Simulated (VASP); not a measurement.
SiC (Moissanite 3C), 2 atoms in the cell. The structure is cubic, space group F-43m (No. 216). The conventional cell has a = 4.358 Å, b = 4.358 Å, c = 4.358 Å, α = 90.00°, β = 90.00°, γ = 90.00°. Within 2.5 Å of Si (site symmetry -43m) lie 4 C at 1.89 Å. C (site symmetry -43m) has 4 Si at 1.89 Å within 2.5 Å. 

| Property | Result |
| --- | --- |
| Program | VASP 6.6.1 |
| Task | single point |
| Functional | PBE |
| Dispersion | D3(BJ) |
| Potentials or basis | VASP PAW PBE potentials, release 64 (Si, C) |
| Cutoff | 600 eV |
| k mesh | 10 × 10 × 10 |
| Occupations | fermi-dirac, width 0.05 eV |
| Spin | no spin polarisation |
| Dipole correction | no |
| Further INCAR settings | ALGO = Normal; EDIFF = 1e-06; NBANDS = 11 |

Potentials or basis: VASP PAW PBE potentials, release 64 (Si, C).

Run with:

```console
$ cat potpaw_PBE.64/Si/POTCAR potpaw_PBE.64/C/POTCAR > POTCAR
$ mpirun -np 1 vasp_std > vasp.out
```

Hardware: 1 thread of AMD EPYC 7R43 64-Core Processor (Zen 3), on a shared host.

Task: Estimate the wall time of this run.

Result: Wall time 21 s on 1 thread of AMD EPYC 7R43 64-Core Processor (Zen 3), on a shared host, peak memory 0.13 GiB. Counts: scf iterations 12, k points 47.
